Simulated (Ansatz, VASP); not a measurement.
One calculation of Bi2Te2Se, two programs

```
Bi Te Se
1.0
     2.20335    1.27211   10.79318
    -2.20335    1.27211   10.79318
     0.00000   -2.54421   10.79318
Bi Te Se
2 2 1
Direct
  0.60828 0.60828 0.60828
  0.39172 0.39172 0.39172
  0.21960 0.21960 0.21960
  0.78041 0.78041 0.78041
  0.00000 0.00000 0.00000
```

Alike in both runs: task single point; functional r2SCAN; k mesh 6 × 6 × 6; no spin polarisation.

|  | VASP | Ansatz |
| --- | --- | --- |
| version | VASP 6.6.1 | Ansatz 0.2.0 |
| potentials or method | VASP PAW PBE potentials, release 64 (Bi_d, Te, Se), cutoff 520 eV | plane waves, PAW |
| occupations | gaussian, width 0.01 eV | fixed |
| valence electrons in the cell | 48 | 78 |

```tsv
	VASP	Ansatz	Ansatz less VASP
pressure (GPa)	-2.6	-2.6	0.00
```

VASP's potentials were made for PBE, not for r2SCAN. VASP's potentials hold 48 valence electrons a cell and Ansatz's 78, so a difference there can come from the potentials and not from the codes.

Spin-orbit coupling is off throughout.
